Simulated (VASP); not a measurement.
# MgO (Fm-3m) in VASP: further runs

MgO is run at these levels: LDA; tasks: single point.

All numbers are computed with VASP 6.6.1; they aren't measurements. Logs are shortened: lines on timing, memory, paths and dates and some standing lists are left out, and cuts for length are marked.

**Measured values to compare with.**

“Electronic structure of alkaline earth and post-transition metal oxides”, 2009, arxiv:0908.1581 quotes, for a bulk crystal of MgO: band gap 7.83 eV.

How close the calculation comes is told below.

### 1 The cell of the first run

Symmetry: Fm-3m, No. 225, cubic system. Conventional cell: a = 4.249 Å, b = 4.249 Å, c = 4.249 Å, α = 90.00°, β = 90.00°, γ = 90.00°. Mg (site symmetry m-3m) has 6 O at 2.12 Å within 2.8 Å. O (site symmetry m-3m) has 6 Mg at 2.12 Å within 2.8 Å.

### 2 Single point, LDA

Contents of INCAR:

```
ALGO = Normal ; EDIFF = 1E-6
ENCUT = 840 ; GGA_COMPAT = F
ISIF = 2 ; ISMEAR = 0
LASPH = T ; LCHARG = F
LREAL = F ; LWAVE = F
NBANDS = 15 ; NELM = 120
PREC = Accurate ; SIGMA = 0.1
```

Contents of KPOINTS:

```
k-points
0
Gamma
  8 8 8
```

Contents of POSCAR:

```
MgO
1.0
    0.0000000000      2.1245000000      2.1245000000
    2.1245000000      0.0000000000      2.1245000000
    2.1245000000      2.1245000000      0.0000000000
Mg O
1 1
Direct
    0.0000000000      0.0000000000      0.0000000000
    0.5000000000      0.5000000000      0.5000000000
```

Potentials or basis: VASP PAW LDA potentials, release 64 (Mg_sv, O).

Run with:

```
cat potpaw_LDA.64/Mg_sv/POTCAR potpaw_LDA.64/O/POTCAR > POTCAR
mpirun -np 1 vasp_std > vasp.out
```

OUTCAR:

```text
EDIFF = 1E-6
   ENCUT = 840
   ISIF = 2
   ISMEAR = 0
   LASPH = T
   LREAL = F
   NELM = 120
   PREC = Accurate

 ion  position               nearest neighbor table
   1  0.000  0.000  0.000-   2 2.12   2 2.12   2 2.12   2 2.12   2 2.12   2 2.12
   2  0.500  0.500  0.500-   1 2.12   1 2.12   1 2.12   1 2.12   1 2.12   1 2.12

  LATTYP: Found a face centered cubic cell.
 ALAT       =     4.2490000000

  Lattice vectors:

 A1 = (   0.0000000000,   2.1245000000,   2.1245000000)
 A2 = (   2.1245000000,   0.0000000000,   2.1245000000)
 A3 = (   2.1245000000,   2.1245000000,   0.0000000000)

Analysis of symmetry for initial positions (statically):
=====================================================================
 Subroutine PRICEL returns:
 Original cell was already a primitive cell.

 Routine SETGRP: Setting up the symmetry group for a
 face centered cubic supercell.

 Subroutine GETGRP returns: Found 48 space group operations
 (whereof 48 operations were pure point group operations)
 out of a pool of 48 trial point group operations.

The static configuration has the point symmetry O_h .

Analysis of symmetry for dynamics (positions and initial velocities):
=====================================================================
 Subroutine PRICEL returns:
 Original cell was already a primitive cell.

 Routine SETGRP: Setting up the symmetry group for a
 face centered cubic supercell.

 Subroutine GETGRP returns: Found 48 space group operations
 (whereof 48 operations were pure point group operations)
 out of a pool of 48 trial point group operations.

The dynamic configuration has the point symmetry O_h .

 Subroutine INISYM returns: Found 48 space group operations
 (whereof 48 operations are pure point group operations),
 and found     1 'primitive' translations

----------------------------------------------------------------------------------------

                                     Primitive cell

  volume of cell :      19.1779

  direct lattice vectors                    reciprocal lattice vectors
     0.000000000  2.124500000  2.124500000    -0.235349494  0.235349494  0.235349494
     2.124500000  0.000000000  2.124500000     0.235349494 -0.235349494  0.235349494
     2.124500000  2.124500000  0.000000000     0.235349494  0.235349494 -0.235349494

  length of vectors
     3.004496713  3.004496713  3.004496713     0.407637281  0.407637281  0.407637281

  position of ions in fractional coordinates (direct lattice)
     0.000000000  0.000000000  0.000000000
     0.500000000  0.500000000  0.500000000

  ion indices of the primitive-cell ions
   primitive index   ion index
                 1           1
                 2           2

----------------------------------------------------------------------------------------

 KPOINTS: k-points

Automatic generation of k-mesh.
 Grid dimensions read from file:
 generate k-points for:    8    8    8

 Generating k-lattice:

  Cartesian coordinates                     Fractional coordinates (reciprocal lattice)
    -0.029418687  0.029418687  0.029418687     0.125000000  0.000000000  0.000000000
     0.029418687 -0.029418687  0.029418687     0.000000000  0.125000000  0.000000000
     0.029418687  0.029418687 -0.029418687     0.000000000  0.000000000  0.125000000

  Length of vectors
     0.050954660  0.050954660  0.050954660

  Shift w.r.t. Gamma in fractional coordinates (k-lattice)
     0.000000000  0.000000000  0.000000000

 Subroutine IBZKPT returns following result:
 ===========================================

 Found     29 irreducible k-points:

 Following reciprocal coordinates:
            Coordinates               Weight
  0.000000  0.000000  0.000000      1.000000
  0.125000  0.000000  0.000000      8.000000
  0.250000  0.000000  0.000000      8.000000
  0.375000  0.000000  0.000000      8.000000
  0.500000  0.000000  0.000000      4.000000
  0.125000  0.125000  0.000000      6.000000
[... 16 lines left out ...]
  0.500000  0.250000  0.125000     48.000000
 -0.375000  0.250000  0.125000     24.000000
 [... further k-points ...]
   k-points           NKPTS =     29   k-points in BZ     NKDIM =     29   number of bands    NBANDS=     15
   number of dos      NEDOS =    301   number of ions     NIONS =      2
   total plane-waves  NPLWV =  21952
   dimension x,y,z NGX =    28 NGY =   28 NGZ =   28
   dimension x,y,z NGXF=    56 NGYF=   56 NGZF=   56
   ions per type =               1   1
   NGX,Y,Z   is equivalent  to a cutoff of  15.49, 15.49, 15.49 a.u.
   NGXF,Y,Z  is equivalent  to a cutoff of  30.99, 30.99, 30.99 a.u.
 SYSTEM =  unknown system
   PREC   = accura    normal or accurate (medium, high low for compatibility)
   ISTART =      0    job   : 0-new  1-cont  2-samecut
   ICHARG =      2    charge: 1-file 2-atom 10-const
   ISPIN  =      1    spin polarized calculation?
   LNONCOLLINEAR =      F non collinear calculations
   LSORBIT =      F    spin-orbit coupling
   LASPH  =      T    aspherical Exc in radial PAW
   ENCUT  =  840.0 eV  61.74 Ry    7.86 a.u.   7.10  7.10  7.10*2*pi/ulx,y,z
   NELM   =    120;   NELMIN=  2; NELMDL= -5     # of ELM steps
   EDIFF  = 0.1E-05   stopping-criterion for ELM
   LREAL  =      F    real-space projection
   EDIFFG = 0.1E-04   stopping-criterion for IOM
   NSW    =      0    number of steps for IOM
   IBRION =     -1    ionic relax: 0-MD 1-quasi-New 2-CG
   NFREE  =      0    steps in history (QN), initial steepest desc. (CG)
   ISIF   =      2    stress and relaxation
   ISYM   =      2    0-nonsym 1-usesym 2-fastsym
   POTIM  = 0.5000    time-step for ionic-motion
   TEBEG  =    0.0;   TEEND  =   0.0 temperature during run
   PSTRESS=    0.0 pullay stress
   NELECT =      16.0000    total number of electrons
   NUPDOWN=      -1.0000    fix difference up-down
   EMIN   =  10.00;   EMAX   =-10.00  energy-range for DOS
   EFERMI =   0.00;   METHOD = LEGACY
   ISMEAR =     0;   SIGMA  =   0.10  broadening in eV -4-tet -1-fermi 0-gaus
   EFERMI_NEDOS =   21; number of points for ismear=-14 and -15
   IALGO  =     38    algorithm
   IMIX   =      4    mixing-type and parameters
     AMIX     =   0.40;   BMIX     =  1.00
     AMIX_MAG =   1.60;   BMIX_MAG =  1.00
  volume/ion in A,a.u.               =       9.59        64.71
  Fermi-wavevector in a.u.,A,eV,Ry     =   1.541161  2.912373 32.316260  2.375178
  Thomas-Fermi vector in A             =   2.647146
   LORBIT       =      0    0 simple, 1 ext, 2 COOP (PROOUT), +10 PAW based schemes
   GGA     = CA    functional components
   LHFCALC =     F    Hartree Fock is set to
   AEXX    =    0.0000 exact exchange contribution
   IVDW    =     0    specifies the selected vdW correction
   LEPSILON=     F    determine dielectric tensor
   LRPA    =     F    only Hartree local field effects (RPA)
 non-spin polarized calculation
 Gauss-broadening in eV      SIGMA  =   0.10
  energy-cutoff  :      840.00
  volume of cell :       19.18
 maximum number of plane-waves:      1069
   NGX = 15   NGY = 15   NGZ = 15

 number of electron      15.9999997 magnetization

 Free energy of the ion-electron system (eV)
  ---------------------------------------------------
  ext. energy  EPLUGINS =         0.00000000
  ---------------------------------------------------
  free energy    TOTEN  =       -13.20324507 eV

  energy without entropy =      -13.20324507  energy(sigma->0) =      -13.20324507

 E-fermi :   3.0077     XC(G=0): -11.7983

 val. band max:        2.3934857259   @ k =   0.0000   0.0000   0.0000
 cond. band min:       6.8117942552   @ k =   0.0000   0.0000   0.0000
 fundamental gap:      4.4183085293
 Fermi energy:         3.0076550261

 k-point     1 :       0.0000    0.0000    0.0000
  band No.  band energies     occupation
      1     -69.0314      2.00000
      2     -36.4953      2.00000
      3     -36.4953      2.00000
      4     -36.4953      2.00000
      5     -14.4573      2.00000
      6       2.3935      2.00000
      7       2.3935      2.00000
      8       2.3935      2.00000
      9       6.8118      0.00000
     10      17.7806      0.00000
     11      17.7806      0.00000
     12      17.7806      0.00000
     13      21.7388      0.00000
     14      23.3439      0.00000
     15      23.3439      0.00000

 k-point     2 :       0.1250    0.0000    0.0000
  band No.  band energies     occupation
      1     -69.0299      2.00000
      2     -36.5072      2.00000
      3     -36.4965      2.00000
      4     -36.4965      2.00000
      5     -14.2906      2.00000
      6       1.4386      2.00000
      7       2.2927      2.00000
      8       2.2927      2.00000
      9       7.7213      0.00000
     10      16.1395      0.00000
     11      18.1222      0.00000
     12      18.1222      0.00000
     13      22.3131      0.00000
     14      22.3131      0.00000
     15      23.7432      0.00000

 k-point     3 :       0.2500    0.0000    0.0000
  band No.  band energies     occupation
      1     -69.0272      2.00000
      2     -36.5363      2.00000
      3     -36.4995      2.00000
      4     -36.4995      2.00000
      5     -13.8579      2.00000
      6      -0.2484      2.00000
      7       2.0604      2.00000
      8       2.0604      2.00000
      9       9.1474      0.00000
     10      14.5895      0.00000
     11      18.5518      0.00000
     12      18.5518      0.00000
     13      21.9284      0.00000
     14      21.9284      0.00000
     15      23.6682      0.00000
[... 343 lines left out ...]
 k-point    23 :       0.5000    0.2500    0.1250
  band No.  band energies     occupation
      1     -69.0226      2.00000
      2     -36.5573      2.00000
      3     -36.5217      2.00000
      4     -36.5081      2.00000
      5     -13.1765      2.00000
      6      -1.2767      2.00000
      7       0.6923      2.00000
      8       1.5410      2.00000
      9      11.5199      0.00000
     10      13.6708      0.00000
     11      15.7604      0.00000
     12      18.9221      0.00000
     13      21.5059      0.00000
     14      24.1539      0.00000
     15      27.6479      0.00000

 k-point    24 :      -0.3750    0.2500    0.1250
  band No.  band energies     occupation
      1     -69.0215      2.00000
      2     -36.5639      2.00000
      3     -36.5237      2.00000
      4     -36.5105      2.00000
      5     -13.0083      2.00000
      6      -1.5663      2.00000
      7       0.4886      2.00000
      8       1.4230      2.00000
      9      11.7188      0.00000
     10      14.1487      0.00000
     11      15.3479      0.00000
     12      18.6796      0.00000
     13      22.3491      0.00000
     14      23.7982      0.00000
     15      27.7949      0.00000

 [... further k-points ...]

------------------------ aborting loop because EDIFF is reached ----------------------------------------

  FORCE on cell =-STRESS in cart. coord.  units (eV):
  Direction    XX          YY          ZZ          XY          YZ          ZX
  --------------------------------------------------------------------------------------
  -------------------------------------------------------------------------------------
  Total       -1.1088522     -1.1088522     -1.1088522     -0.0000000      0.0000000      0.0000000
  in kB      -92.6369077    -92.6369077    -92.6369077     -0.0000000      0.0000000      0.0000000
  external PRESSURE =     -92.6369077 kB  Pullay stress =       0.0000000 kB

 VOLUME and BASIS-vectors are now :
 -----------------------------------------------------------------------------
  energy-cutoff  :      840.00
  volume of cell :       19.18
      direct lattice vectors                 reciprocal lattice vectors
     0.000000000  2.124500000  2.124500000    -0.235349494  0.235349494  0.235349494
     2.124500000  0.000000000  2.124500000     0.235349494 -0.235349494  0.235349494
     2.124500000  2.124500000  0.000000000     0.235349494  0.235349494 -0.235349494

 POSITION                                       TOTAL-FORCE (eV/Angst)
 -----------------------------------------------------------------------------------
      0.00000      0.00000      0.00000         0.000000     -0.000000      0.000000
      2.12450      2.12450      2.12450        -0.000000      0.000000     -0.000000
 -----------------------------------------------------------------------------------
    total drift:                                0.000000      0.000000      0.000000

  FREE ENERGIE OF THE ION-ELECTRON SYSTEM (eV)
  ---------------------------------------------------
  free  energy   TOTEN  =       -13.2032450741 eV

  energy  without entropy=      -13.2032450741  energy(sigma->0) =      -13.20324507
```

Wall time 10 s (1 thread of AMD EPYC 7R13 (Zen 3), shared host); peak memory 0.11 GiB.

What came out:

- Free energy: -13.2032 eV
- Pressure: -9.3 GPa
- Band gap on the k mesh: 4.42 eV

Caveat: the cell stands under tension. As with any semilocal functional, this LDA gap is likely too small.

### 3 Single point, LDA

This run uses another cell than the first one, of 9.00 Å³/atom.

Contents of INCAR:

```
SYSTEM = MgO
PREC = Accurate
ENCUT = 840
EDIFF = 1E-6
ISMEAR = 0
SIGMA = 0.02
LREAL = .FALSE.
LASPH = .TRUE.
NELM = 120
ALGO = Normal
ISIF = 2
LWAVE = .FALSE.
LCHARG = .FALSE.
NBANDS = 15
GGA_COMPAT = .FALSE.
```

Contents of KPOINTS:

```
regular mesh
0
G
  8 8 8
  0 0 0
```

Contents of POSCAR:

```
MgO
1.0
    0.0000000000      2.0804427652      2.0804427652
    2.0804427652      0.0000000000      2.0804427652
    2.0804427652      2.0804427652      0.0000000000
Mg O
1 1
Direct
    0.0000000000      0.0000000000      0.0000000000
    0.5000000000      0.5000000000      0.5000000000
```

Potentials or basis: VASP PAW LDA potentials, release 64 (Mg_sv, O).

Run with:

```
cat potpaw_LDA.64/Mg_sv/POTCAR potpaw_LDA.64/O/POTCAR > POTCAR
mpirun -np 1 vasp_std > vasp.out
```

It took 11 s on 1 thread of Intel Xeon Platinum 8259CL at 2.50GHz (Skylake/Cascade Lake), shared host; peak memory 0.14 GiB.

Results (log left out):

```
Free energy            : -13.2335 eV
Pressure               : 0.4 GPa
Band gap on the k mesh : 5.03 eV
```

Levels at points of the mesh, in eV from the valence-band top:
| k point | band 4 | band 5 | band 6 | band 7 | band 8 | band 9 | band 10 | band 11 | band 12 | band 13 |
| --- | --- | --- | --- | --- | --- | --- | --- | --- | --- | --- |
| (0.00, 0.00, 0.00) | -38.67 | -17.18 | 0.00 | 0.00 | 0.00 | 5.03 | 15.73 | 15.73 | 15.73 | 19.85 |
| (0.50, 0.00, 0.00) | -38.69 | -15.70 | -4.86 | -0.71 | -0.71 | 7.97 | 12.82 | 16.39 | 16.39 | 21.17 |
| (0.50, 0.50, 0.00) | -38.71 | -15.46 | -4.27 | -1.42 | -1.42 | 8.93 | 10.13 | 13.28 | 19.20 | 19.20 |

### 4 Against experiment

Step 3. A measured gap of MgO is 7.83 eV (quoted in “Electronic structure of alkaline earth and post-transition metal oxides”, 2009, arxiv:0908.1581); the calculated 5.03 eV misses it by -2.80 eV. The value is that of LDA, without temperature or zero-point motion. Semilocal functionals fall short of measured gaps as a rule.
